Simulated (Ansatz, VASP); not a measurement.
# One calculation of NiMoIrPdW, two programs

Contents of INCAR:

```
PREC     = Accurate       # precision mode
ENCUT    = 520            # plane-wave cutoff, eV
EDIFF    = 1E-6           # SCF threshold, eV
ISMEAR   = -1             # smearing method
SIGMA    = 0.05           # smearing width, eV
LREAL    = F              # projectors in reciprocal space
LASPH    = T              # aspherical terms in the spheres
NELM     = 150            # most SCF steps
ALGO     = Normal         # electronic algorithm
ISIF     = 2              # what is computed and relaxed
LWAVE    = F              # write WAVECAR
LCHARG   = F              # write CHGCAR
ISPIN    = 2              # spin polarisation
MAGMOM   = 1 1 0 0.6 0    # initial moments
LORBIT   = 11             # projections on sites
LMAXMIX  = 4              # l up to which the mixer works
GGA      = PE             # functional
NBANDS   = 40             # bands
```

The input KPOINTS:

```
Automatic mesh
0
Gamma
  4 4 2
```

Contents of POSCAR:

```
NiMoIrPdW
1.0
    4.1170500000      0.0000000000      0.0000000000
   -2.0585300000      3.5654700000      0.0000000000
    0.0000000000      0.0000000000      5.4458000000
Ni Mo Pd Ir W
1 1 1 1 1
Direct
    0.0000000000      0.0000000000      0.9577500000
    0.6666700000      0.3333300000      0.9616100000
    0.6666700000      0.3333300000      0.4629500000
    0.3333300000      0.6666700000      0.7257200000
    0.3333300000      0.6666700000      0.2364200000
```

File input.yaml:

```yaml
crystal:
  lattice:
    - [4.11705, 0.0, 0.0]
    - [-2.05853, 3.56547, 0.0]
    - [0.0, 0.0, 5.4458]
  atoms:
    - { symbol: Ni, position: [0.0, 0.0, 0.95775], spin: 1.0 }
    - { symbol: Mo, position: [0.66667, 0.33333, 0.96161], spin: 1.0 }
    - { symbol: Pd, position: [0.66667, 0.33333, 0.46295] }
    - { symbol: Ir, position: [0.33333, 0.66667, 0.72572], spin: 0.6 }
    - { symbol: W, position: [0.33333, 0.66667, 0.23642] }
kpoints:
  mp_grid: { grid: [4, 4, 2] }
scf:
  occupations: { method: fermi_dirac, width: 0.05 }
hamiltonian:
  xc: pbe
  pseudopotentials: { kind: all_electron, lapw: { basis_error: 0.005 } }
magnetization:
  spin_polarized: true
output:
  forces: true
  stress: true
  eigenvalues: true
```

Alike in both runs: task single point; functional PBE; k mesh 4 × 4 × 2; occupations fermi-dirac, width 0.05 eV; collinear spin.

|  | VASP | Ansatz |
| --- | --- | --- |
| version | VASP 6.6.1 | Ansatz 0.2.0 |
| potentials or method | VASP PAW PBE potentials, release 64 (Ni, Mo_sv, Pd, Ir, W_sv), cutoff 520 eV | all-electron LAPW, scalar-relativistic |

Ansatz gave:

```
gap on the k mesh at the Fermi level (eV)                     : none
pressure (GPa)                                                : -0.4
traceless stress, the component that is largest in VASP (GPa) : -0.46
rms of the force components (eV/Å)                            : 0.062
net moment per atom (μB)                                      : 0.00
```

Question: Estimate VASP's values.

Answer: gap on the k mesh at the Fermi level (eV): none; pressure (GPa): -0.2; traceless stress, the component that is largest in VASP (GPa): -0.49; rms of the force components (eV/Å): 0.058; net moment per atom (μB): 0.00.

Atom by atom the forces differ by 0.005 eV/Å (rms over components). A gap of «none» marks a metal or a gap that the smearing closes. Ansatz ran all-electron here, and VASP with PAW potentials.

The k mesh is coarse, so the values compare programs but aren't converged. Neither program's run includes spin-orbit coupling. Noted on Ansatz's run: the k mesh is thin for a metal, which can move the energy by tens of meV per atom.
